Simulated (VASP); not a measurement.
BaTiO3: single point with LDA+U

The system is BaTiO3.

```
Ba Ti O
1.0
     4.00600    0.00000    0.00000
     0.00000    4.00600    0.00000
     0.00000    0.00000    4.00600
Ba Ti O
1 1 3
Cartesian
  2.0030 2.0030 2.0030
  0.0000 0.0000 0.0000
  2.0030 0.0000 0.0000
  0.0000 2.0030 0.0000
  0.0000 0.0000 2.0030
```

```
Program                : VASP 6.6.1
Task                   : single point
Functional             : LDA
Potentials or basis    : VASP PAW LDA potentials, release 64 (Ba_sv, Ti_sv, O)
Cutoff                 : 520 eV
k mesh                 : 4 × 4 × 4
Occupations            : methfessel-paxton, width 0.01 eV
Spin                   : no spin polarisation
Hubbard terms          : Ti d U = 6.0 eV
Dipole correction      : no
Further INCAR settings : ALGO = Normal; EDIFF = 1e-07; NBANDS = 28
```

* Pressure: -2.4 GPa
* Band gap on the k mesh: 2.35 eV, indirect (least direct gap 2.55 eV)

Levels at points of the mesh, in eV from the valence-band top:
| k point | band 18 | band 19 | band 20 | band 21 | band 22 | band 23 |
| --- | --- | --- | --- | --- | --- | --- |
| (0.00, 0.00, 0.00) | -0.21 | -0.21 | -0.21 | 2.35 | 2.35 | 2.35 |
| (0.50, 0.00, 0.00) | -1.73 | -0.83 | -0.83 | 2.56 | 3.99 | 4.10 |
| (0.50, 0.50, 0.00) | -0.90 | -0.90 | -0.09 | 4.12 | 4.12 | 4.54 |
| (0.50, 0.50, 0.50) | 0.00 | 0.00 | 0.00 | 4.79 | 4.79 | 4.79 |

Eigenvalues of the final occupation matrices:
| site | spin | trace | eigenvalues |
| --- | --- | --- | --- |
| site 2 d | 1 | 0.76 | 0.10 0.10 0.10 0.23 0.23 |
| site 2 d | 2 | 0.76 | 0.10 0.10 0.10 0.23 0.23 |

Run time: 16 s on 1 thread of Intel(R) Xeon(R) Platinum 8488C (Sapphire Rapids), with other jobs on the host, peak memory 0.15 GiB.

Caveat: spin-orbit coupling is left out, which moves the levels of the heavy elements. A k mesh can miss the band edges.
